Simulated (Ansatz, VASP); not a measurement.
## One calculation of BN, two programs

```
B N
1.0
     0.00000    1.75861    1.86739
     1.75861    0.00000    1.86739
     1.75861    1.75861    0.00000
B N
1 1
Direct
  0.00000 0.00000 0.00000
  0.75000 0.75000 0.75000
```

Change from the starting cell: strain -0.030 along x and y, +0.030 along z, atoms carried along.

Alike in both runs: task single point; functional r2SCAN; k mesh 12 × 12 × 12; occupations gaussian, width 0.05 eV; no spin polarisation.

|  | VASP | Ansatz |
| --- | --- | --- |
| version | VASP 6.6.1 | Ansatz 0.2.0 |
| potentials or method | VASP PAW PBE potentials, release 64 (B, N), cutoff 520 eV | scalar-relativistic, plane waves, PAW |
| valence electrons in the cell | 8 | 8 |

VASP gave:

| Property | Result |
| --- | --- |
| gap on the k mesh at the Fermi level (eV) | 4.44 |
| least direct gap on the mesh (eV) | 9.30 |
| pressure (GPa) | 8.4 |
| traceless stress, the component that is largest in VASP (GPa) | -28.61 |

**Question.** Estimate Ansatz's values.

**Answer.** gap on the k mesh at the Fermi level (eV): 4.46; least direct gap on the mesh (eV): 9.34; pressure (GPa): 7.2; traceless stress, the component that is largest in VASP (GPa): -28.68.

VASP's potentials were made for PBE, not for r2SCAN. With one functional, cell and mesh, what is left measures potentials, basis and numerics.
